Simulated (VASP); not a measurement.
# NaCl (Pm-3m) in VASP: a series of runs

Aim: see how the results for NaCl move with the level of theory and the settings. Levels: PBEsol, PBE. Tasks: single point.

All numbers are computed with VASP 6.6.1; they aren't measurements. Logs are shortened: lines on timing, memory, paths and dates and some standing lists are left out, and cuts for length are marked.

## Step 1: The cell of the first run

The structure is cubic, space group Pm-3m (No. 221). The conventional cell has a = 3.447 Å, b = 3.447 Å, c = 3.447 Å, α = 90.00°, β = 90.00°, γ = 90.00°. Cl (site symmetry m-3m) has 8 Na at 2.99 Å and 6 Cl at 3.45 Å within 3.9 Å. Na (site symmetry m-3m) has 8 Cl at 2.99 Å and 6 Na at 3.45 Å within 3.9 Å.

## Step 2: Single point, PBEsol

INCAR reads:

```
SYSTEM = NaCl
PREC = Accurate
ENCUT = 520
EDIFF = 1E-7
ISMEAR = -1
SIGMA = 0.05
LREAL = .FALSE.
LASPH = .TRUE.
NELM = 60
ALGO = Normal
ISIF = 2
LWAVE = .FALSE.
LCHARG = .FALSE.
GGA = PS
NBANDS = 14
```

KPOINTS reads:

```
regular mesh
0
G
  8 8 8
  0 0 0
```

POSCAR reads:

```
NaCl
1.0
    3.4471476302      0.0000000000      0.0000000000
    0.0000000000      3.4471476302      0.0000000000
    0.0000000000      0.0000000000      3.4471476302
Cl Na
1 1
Direct
    0.5000000000      0.5000000000      0.5000000000
    0.0000000000      0.0000000000      0.0000000000
```

Potentials or basis: VASP PAW PBE potentials, release 64 (Cl, Na_pv).

Command:

```bash
> cat potpaw_PBE.64/Cl/POTCAR potpaw_PBE.64/Na_pv/POTCAR > POTCAR
> mpirun -np 1 vasp_std > vasp.out
```

OUTCAR:

```text
SYSTEM = NaCl
   PREC = Accurate
   ENCUT = 520
   EDIFF = 1E-7
   ISMEAR = -1
   LREAL = .FALSE.
   LASPH = .TRUE.
   NELM = 60
   ISIF = 2
   GGA = PS

 ion  position               nearest neighbor table
   1  0.500  0.500  0.500-
   2  0.000  0.000  0.000-

  LATTYP: Found a simple cubic cell.
 ALAT       =     3.4471476302

  Lattice vectors:

 A1 = (   3.4471476302,   0.0000000000,   0.0000000000)
 A2 = (   0.0000000000,   3.4471476302,   0.0000000000)
 A3 = (   0.0000000000,   0.0000000000,   3.4471476302)

Analysis of symmetry for initial positions (statically):
=====================================================================
 Subroutine PRICEL returns:
 Original cell was already a primitive cell.

 Routine SETGRP: Setting up the symmetry group for a
 simple cubic supercell.

 Subroutine GETGRP returns: Found 48 space group operations
 (whereof 48 operations were pure point group operations)
 out of a pool of 48 trial point group operations.

The static configuration has the point symmetry O_h .

Analysis of symmetry for dynamics (positions and initial velocities):
=====================================================================
 Subroutine PRICEL returns:
 Original cell was already a primitive cell.

 Routine SETGRP: Setting up the symmetry group for a
 simple cubic supercell.

 Subroutine GETGRP returns: Found 48 space group operations
 (whereof 48 operations were pure point group operations)
 out of a pool of 48 trial point group operations.

The dynamic configuration has the point symmetry O_h .

 Subroutine INISYM returns: Found 48 space group operations
 (whereof 48 operations are pure point group operations),
 and found     1 'primitive' translations

----------------------------------------------------------------------------------------

                                     Primitive cell

  volume of cell :      40.9619

  direct lattice vectors                    reciprocal lattice vectors
     3.447147630  0.000000000  0.000000000     0.290094915  0.000000000  0.000000000
     0.000000000  3.447147630  0.000000000     0.000000000  0.290094915  0.000000000
     0.000000000  0.000000000  3.447147630     0.000000000  0.000000000  0.290094915

  length of vectors
     3.447147630  3.447147630  3.447147630     0.290094915  0.290094915  0.290094915

  position of ions in fractional coordinates (direct lattice)
     0.500000000  0.500000000  0.500000000
     0.000000000  0.000000000  0.000000000

[... 79 lines left out ...]
   NSW    =      0    number of steps for IOM
   IBRION =     -1    ionic relax: 0-MD 1-quasi-New 2-CG
   NFREE  =      0    steps in history (QN), initial steepest desc. (CG)
   ISIF   =      2    stress and relaxation
   ISYM   =      2    0-nonsym 1-usesym 2-fastsym
   POTIM  = 0.5000    time-step for ionic-motion
   TEBEG  =    0.0;   TEEND  =   0.0 temperature during run
   PSTRESS=    0.0 pullay stress
   NELECT =      14.0000    total number of electrons
   NUPDOWN=      -1.0000    fix difference up-down
   EMIN   =  10.00;   EMAX   =-10.00  energy-range for DOS
   EFERMI =   0.00;   METHOD = LEGACY
   ISMEAR =    -1;   SIGMA  =   0.05  broadening in eV -4-tet -1-fermi 0-gaus
   EFERMI_NEDOS =   21; number of points for ismear=-14 and -15
   IALGO  =     38    algorithm
   IMIX   =      4    mixing-type and parameters
     AMIX     =   0.40;   BMIX     =  1.00
     AMIX_MAG =   1.60;   BMIX_MAG =  1.00
  volume/ion in A,a.u.               =      20.48       138.21
  Fermi-wavevector in a.u.,A,eV,Ry     =   1.144610  2.163000 17.825436  1.310133
  Thomas-Fermi vector in A             =   2.281302
   LORBIT       =      0    0 simple, 1 ext, 2 COOP (PROOUT), +10 PAW based schemes
   GGA     = PS    functional components
   LHFCALC =     F    Hartree Fock is set to
   AEXX    =    0.0000 exact exchange contribution
   IVDW    =     0    specifies the selected vdW correction
   LEPSILON=     F    determine dielectric tensor
   LRPA    =     F    only Hartree local field effects (RPA)
 non-spin polarized calculation
  energy-cutoff  :      520.00
  volume of cell :       40.96
 maximum number of plane-waves:      1141
 NGX is ok and might be reduce to    28
   NGX = 13   NGY = 13   NGZ = 13

 number of electron      14.0000005 magnetization

 Free energy of the ion-electron system (eV)
  ---------------------------------------------------
  ext. energy  EPLUGINS =         0.00000000
  ---------------------------------------------------
  free energy    TOTEN  =        -6.73047410 eV

  energy without entropy =       -6.73047410  energy(sigma->0) =       -6.73047410

 E-fermi :   1.7468     XC(G=0):  -8.7978

 val. band max:        0.7099536992   @ k =   0.5000   0.5000   0.0000
 cond. band min:       4.7012032232   @ k =   0.0000   0.0000   0.0000
 fundamental gap:      3.9912495240
 Fermi energy:         1.7468247099

 k-point     1 :       0.0000    0.0000    0.0000
  band No.  band energies     occupation
      1     -21.1315      2.00000
      2     -21.1315      2.00000
      3     -21.1315      2.00000
      4     -12.8333      2.00000
      5       0.1689      2.00000
      6       0.1689      2.00000
      7       0.1689      2.00000
      8       4.7012      0.00000
      9       9.0636      0.00000
     10       9.0636      0.00000
     11      16.7364      0.00000
     12      16.7495      0.00000
     13      16.7878      0.00000
     14      16.7900      0.00000
[... 377 lines left out ...]
      1     -21.1715      2.00000
      2     -21.1635      2.00000
      3     -21.1296      2.00000
      4     -12.1195      2.00000
      5      -1.8293      2.00000
      6      -1.4492      2.00000
      7       0.2973      2.00000
      8       6.6889      0.00000
      9      10.1527      0.00000
     10      10.4717      0.00000
     11      11.7947      0.00000
     12      14.3652      0.00000
     13      14.4215      0.00000
     14      17.4932      0.00000

 [... further k-points ...]
[... 5 lines left out ...]
  --------------------------------------------------------------------------------------
  -------------------------------------------------------------------------------------
  Total       -0.0022873     -0.0022873     -0.0022873     -0.0000000     -0.0000000      0.0000000
  in kB       -0.0894645     -0.0894645     -0.0894645     -0.0000000     -0.0000000      0.0000000
  external PRESSURE =      -0.0894645 kB  Pullay stress =       0.0000000 kB

 VOLUME and BASIS-vectors are now :
 -----------------------------------------------------------------------------
  energy-cutoff  :      520.00
  volume of cell :       40.96
      direct lattice vectors                 reciprocal lattice vectors
     3.447147630  0.000000000  0.000000000     0.290094915  0.000000000  0.000000000
     0.000000000  3.447147630  0.000000000     0.000000000  0.290094915  0.000000000
     0.000000000  0.000000000  3.447147630     0.000000000  0.000000000  0.290094915

 POSITION                                       TOTAL-FORCE (eV/Angst)
 -----------------------------------------------------------------------------------
      1.72357      1.72357      1.72357         0.000000      0.000000      0.000000
      0.00000      0.00000      0.00000         0.000000      0.000000      0.000000
 -----------------------------------------------------------------------------------
    total drift:                               -0.000000      0.000000      0.000000

  FREE ENERGIE OF THE ION-ELECTRON SYSTEM (eV)
  ---------------------------------------------------
  free  energy   TOTEN  =        -6.7304741039 eV

  energy  without entropy=       -6.7304741039  energy(sigma->0) =       -6.73047410
```

It took 16 s on 1 thread of Intel Xeon Platinum 8259CL at 2.50GHz (Skylake/Cascade Lake), shared host; peak memory 0.15 GiB.

What came out:

| Quantity | Value |
| --- | --- |
| Free energy | -6.7305 eV |
| Pressure | 0.0 GPa |
| Band gap on the k mesh | 3.99 eV, indirect (least direct gap 4.53 eV) |

Caveat: the PAW data sets were made with another functional, which shifts forces and pressure a little.

## Step 3: Single point, PBE

This run uses another cell than the first one, of 21.48 Å³/atom, 1.049 times its volume.

INCAR reads:

```
  PREC = Accurate
  ENCUT = 520
  EDIFF = 1E-6
  ISMEAR = 0
  SIGMA = 0.012
  LREAL = F
  LASPH = T
  NELM = 100
  ALGO = Normal
  ISIF = 2
  LWAVE = F
  LCHARG = F
  GGA = PE
  NBANDS = 14
```

KPOINTS reads:

```
Automatic mesh
0
Gamma
  8 8 8
```

POSCAR reads:

```
NaCl
1.0
    3.5021900000      0.0000000000      0.0000000000
    0.0000000000      3.5021900000      0.0000000000
    0.0000000000      0.0000000000      3.5021900000
Cl Na
1 1
Direct
    0.5000000000      0.5000000000      0.5000000000
    0.0000000000      0.0000000000      0.0000000000
```

Potentials or basis: VASP PAW PBE potentials, release 64 (Cl, Na_pv).

Command:

```bash
> cat potpaw_PBE.64/Cl/POTCAR potpaw_PBE.64/Na_pv/POTCAR > POTCAR
> mpirun -np 1 vasp_std > vasp.out
```

OUTCAR:

```text
PREC = Accurate
   ENCUT = 520
   EDIFF = 1E-6
   ISMEAR = 0
   LREAL = F
   LASPH = T
   NELM = 100
   ISIF = 2
   GGA = PE

 ion  position               nearest neighbor table
   1  0.500  0.500  0.500-
   2  0.000  0.000  0.000-

  LATTYP: Found a simple cubic cell.
 ALAT       =     3.5021900000

  Lattice vectors:

 A1 = (   3.5021900000,   0.0000000000,   0.0000000000)
 A2 = (   0.0000000000,   3.5021900000,   0.0000000000)
 A3 = (   0.0000000000,   0.0000000000,   3.5021900000)
[... 582 lines left out ...]
      7       0.0540      2.00000
      8       6.5045      0.00000
      9       9.8359      0.00000
     10      10.1830      0.00000
     11      11.5204      0.00000
     12      13.9635      0.00000
     13      13.9803      0.00000
     14      16.8119      0.00000

 [... further k-points ...]
[... 5 lines left out ...]
  --------------------------------------------------------------------------------------
  -------------------------------------------------------------------------------------
  Total        0.0151079      0.0151079      0.0151079     -0.0000000     -0.0000000      0.0000000
  in kB        0.5635034      0.5635034      0.5635034     -0.0000000     -0.0000000      0.0000000
  external PRESSURE =       0.5635034 kB  Pullay stress =       0.0000000 kB

 VOLUME and BASIS-vectors are now :
 -----------------------------------------------------------------------------
  energy-cutoff  :      520.00
  volume of cell :       42.96
      direct lattice vectors                 reciprocal lattice vectors
     3.502190000  0.000000000  0.000000000     0.285535622  0.000000000  0.000000000
     0.000000000  3.502190000  0.000000000     0.000000000  0.285535622  0.000000000
     0.000000000  0.000000000  3.502190000     0.000000000  0.000000000  0.285535622

 POSITION                                       TOTAL-FORCE (eV/Angst)
 -----------------------------------------------------------------------------------
      1.75110      1.75110      1.75110         0.000000      0.000000      0.000000
      0.00000      0.00000      0.00000         0.000000      0.000000      0.000000
 -----------------------------------------------------------------------------------
    total drift:                               -0.000000      0.000000      0.000000

  FREE ENERGIE OF THE ION-ELECTRON SYSTEM (eV)
  ---------------------------------------------------
  free  energy   TOTEN  =        -6.4687170336 eV

  energy  without entropy=       -6.4687170336  energy(sigma->0) =       -6.46871703
```

stdout:

```text
POSCAR found type information on POSCAR ClNa
 POSCAR found :  2 types and       2 ions
 scaLAPACK will be used
 LDA part: xc-table for (Slater+PW92), standard interpolation
 POSCAR, INCAR and KPOINTS ok, starting setup
 FFT: planning ... GRIDC
 FFT: planning ... GRID_SOFT
 FFT: planning ... GRID
 WAVECAR not read
 entering main loop
```

Run time: 13 s. Hardware: 1 thread of Intel Xeon Platinum 8259CL at 2.50GHz (Skylake/Cascade Lake), shared host; peak memory 0.15 GiB.

Results:

- Free energy: -6.4687 eV
- Pressure: 0.1 GPa
- Band gap on the k mesh: 3.98 eV, indirect (least direct gap 4.47 eV)

A k mesh can miss the band edges.

## Step 4: Single point, PBE

This run uses another cell than the first one, of 21.48 Å³/atom, 1.049 times its volume.

INCAR reads:

```
PREC = Accurate
ENCUT = 520
EDIFF = 1E-6
ISMEAR = 0
SIGMA = 0.02
LREAL = False
LASPH = True
NELM = 100
ALGO = Normal
ISIF = 2
LWAVE = False
LCHARG = False
GGA = PE
NBANDS = 14
```

KPOINTS is that of step 3.

POSCAR is that of step 3.

Command:

```bash
> cat potpaw_PBE.64/Cl/POTCAR potpaw_PBE.64/Na_pv/POTCAR > POTCAR
> mpirun -np 1 vasp_std > vasp.out
```

Run time: 14 s. Hardware: 1 thread of Intel Xeon Platinum 8259CL at 2.50GHz (Skylake/Cascade Lake), shared host; peak memory 0.16 GiB.

Results (log left out):

- Free energy: -6.4687 eV
- Pressure: 0.1 GPa
- Band gap on the k mesh: 3.98 eV, indirect (least direct gap 4.47 eV)

Levels at points of the mesh, in eV from the valence-band top:
```
           k point  band 3  band 4  band 5  band 6  band 7  band 8  band 9  band 10  band 11  band 12
(0.00, 0.00, 0.00)  -22.07  -13.38   -0.49   -0.49   -0.49    3.98    8.58     8.58    15.69    15.69
(0.50, 0.00, 0.00)  -22.07  -13.02   -2.94   -0.26   -0.26    6.92    8.56    10.51    11.84    11.84
(0.50, 0.50, 0.00)  -22.07  -12.75   -2.26   -2.26    0.00    5.54    9.88    11.03    11.03    12.60
(0.50, 0.50, 0.50)  -22.10  -12.48   -1.84   -1.84   -1.84    7.12    7.12     7.12    11.65    15.88
```

## Step 5: The runs side by side

```tsv
level	cell	smearing	gap on the mesh (eV)	pressure (GPa)
PBEsol	a = 3.447 Å, 2 atoms	fermi-dirac 0.05 eV	3.99	0.0
PBE	a = 3.502 Å, 2 atoms	gaussian 0.012 eV	3.98	0.1
PBE	a = 3.502 Å, 2 atoms	gaussian 0.02 eV	3.98	0.1
```

Alike in all rows: task single point; potentials or basis VASP PAW PBE potentials, release 64 (Cl, Na_pv); no spin polarisation; k mesh 8 × 8 × 8; cutoff (eV) 520.

Caveats: the PAW data sets were made with another functional, which shifts forces and pressure a little (some runs).

Total energies depend on the potentials used, so only differences within one code and one set of settings carry meaning.
